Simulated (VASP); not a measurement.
Input of a VASP 6.6.1 run:

INCAR

```
ALGO = Normal ; EDIFF = 1E-6
ENCUT = 520 ; GGA = PE
ISIF = 2 ; ISMEAR = 0
LASPH = T ; LCHARG = F
LREAL = F ; LWAVE = F
NBANDS = 30 ; NELM = 80
PREC = Accurate ; SIGMA = 0.1
```

The input KPOINTS:

```
k-points
0
Gamma
  4 4 4
```

File POSCAR:

```
BW3
1.0
    3.8252001640      0.0000000000      0.0000000000
    0.0000000000      3.8252001640      0.0000000000
    0.0000000000      0.0000000000      3.8252001640
B W
1 3
Direct
    0.0000000000      0.0000000000      0.0000000000
    0.0000000000      0.5000000000      0.5000000000
    0.5000000000      0.0000000000      0.5000000000
    0.5000000000      0.5000000000      0.0000000000
```

Potentials or basis: VASP PAW PBE potentials, release 64 (B, W_sv).

The run is started by

```sh
$ cat potpaw_PBE.64/B/POTCAR potpaw_PBE.64/W_sv/POTCAR > POTCAR
$ mpirun -np 1 vasp_std > vasp.out
```

(1) Estimate the band gap on the k mesh.

(2) Predict the pressure.

Results:

(1) zero (an odd number of electrons rules out a gap without spin polarisation).

(2) 0.5 GPa.

Caveat: the k points lie up to 0.41 Å⁻¹ apart, too coarse for converged energies and pressures of a metal; spin-orbit coupling is left out, which moves the levels of the heavy elements.
